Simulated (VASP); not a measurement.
## TiB2 (AlB2 type): single point with PBE

TiB2 (AlB2 type):

```
CELL_PARAMETERS angstrom
3.03224 0.00000 0.00000
-1.51612 2.62600 0.00000
0.00000 0.00000 3.22397
ATOMIC_POSITIONS crystal
Ti 0.00000 0.00000 0.00000
B 0.33333 0.66667 0.50000
B 0.66667 0.33333 0.50000
```

```yaml
Program: VASP 6.6.1
Task: single point
Functional: PBE
Potentials_or_basis: VASP PAW PBE potentials, release 64 (Ti_sv, B)
Cutoff: 520 eV
k_mesh: 11 × 11 × 9
Occupations: fermi-dirac, width 0.08 eV
Spin: no spin polarisation
```

The pressure is 0.2 GPa and the band gap on the k mesh is zero (band 9 reaches 10.16 eV, above the bottom of band 10 at 9.73 eV).

Levels at points of the mesh, in eV from the Fermi level:
```csv
k point,band 5,band 6,band 7,band 8,band 9,band 10,band 11,band 12,band 13,band 14
"(0.00, 0.00, 0.00)",-13.47,-2.58,-2.58,-2.27,-2.07,1.92,1.92,3.69,3.69,5.78
```

Wall time 19 s on 1 thread of Intel Xeon 6975P-C (shared host), peak memory 0.16 GiB.
